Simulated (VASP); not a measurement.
Here is a VASP 6.6.1 calculation.

The input INCAR:

```
SYSTEM = MoS2
PREC = Accurate ; ENCUT = 520
EDIFF = 1E-6 ; ISMEAR = 0
SIGMA = 0.05 ; LREAL = .FALSE.
LASPH = .TRUE. ; NELM = 100
ALGO = Normal ; ISIF = 2
LWAVE = .FALSE. ; LCHARG = .FALSE.
GGA = PE ; IVDW = 12
NBANDS = 49
```

Contents of KPOINTS:

```
Automatic mesh
0
G
  10 10 2
  0 0 0
```

File POSCAR:

```
MoS2
1.0
   -1.5764743774     -2.7305337185      0.0000000000
    1.5764743774     -2.7305337185      0.0000000000
    0.2627457296     -0.4550889531     17.9896049492
Mo S
3 6
Direct
    1.0000000000      0.8611054547      0.8333672715
    0.3333333333      0.3055498992      0.1667006048
    0.6666666667      0.5833276770      0.5000339382
    1.0000000000      0.9021818123      0.5869091264
    0.3333333333      0.1799595900      0.9202424598
    0.6666666667      0.6244040345      0.2535757931
    1.0000000000      0.9311543997      0.4130736021
    0.3333333333      0.2089321774      0.7464069354
    0.6666666667      0.6533766219      0.0797402687
```

Potentials or basis: VASP PAW PBE potentials, release 64 (Mo_sv, S).

Launch:

```sh
$ cat potpaw_PBE.64/Mo_sv/POTCAR potpaw_PBE.64/S/POTCAR > POTCAR
$ mpirun -np 1 vasp_std > vasp.out
```

Problem. What does it give for the largest force?

Solution. 0.129 eV/Å.

Problem. What does it give for the band gap on the k mesh?

Solution. 0.79 eV (least direct gap 1.94 eV).

Stress tensor (GPa, compression positive):
```
 0.04 -0.05 -0.34
-0.05 -0.23  0.19
-0.34  0.19  0.07
```

Caveat: the cell differs from its parent crystal (the part above a cut slid along it). A k mesh can miss the band edges.
